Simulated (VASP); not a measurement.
# Ca: single point with revPBE

The system is Ca.

```
Ca
1.0
     0.00000    2.80050    2.80050
     2.80050    0.00000    2.80050
     2.80050    2.80050    0.00000
Ca
1
Direct
  0.00000 0.00000 0.00000
```

* Program: VASP 6.6.1
* Task: single point
* Functional: revPBE
* Potentials or basis: VASP PAW PBE potentials, release 64 (Ca_sv)
* Cutoff: 520 eV
* k mesh: 16 × 16 × 16
* Occupations: fermi-dirac, width 0.1 eV
* Spin: no spin polarisation
* Dipole correction: no
* Further INCAR settings: ALGO = Normal; EDIFF = 1e-07; NBANDS = 11

```json
{"Pressure": "0.0 GPa", "Band gap on the k mesh": "zero (band 5 reaches 2.11 eV, above the bottom of band 6 at 1.68 eV)"}
```

Levels at points of the mesh, in eV from the Fermi level:
```tsv
k point	band 1	band 2	band 3	band 4	band 5	band 6	band 7	band 8	band 9	band 10
(0.00, 0.00, 0.00)	-42.20	-23.07	-23.07	-23.07	-3.95	2.33	2.33	2.33	3.35	3.35
(0.50, 0.00, 0.00)	-42.18	-23.19	-23.09	-23.09	-0.95	-0.21	2.21	2.21	4.00	4.00
(0.50, 0.50, 0.00)	-42.18	-23.18	-23.12	-23.12	-0.41	0.62	0.89	3.99	4.17	4.17
```

Wall time 44 s on 1 thread of Intel(R) Xeon(R) Platinum 8559C (Emerald Rapids), on a shared host, peak memory 0.21 GiB.

Caveat: the PAW data sets were made with another functional, which shifts forces and pressure a little.
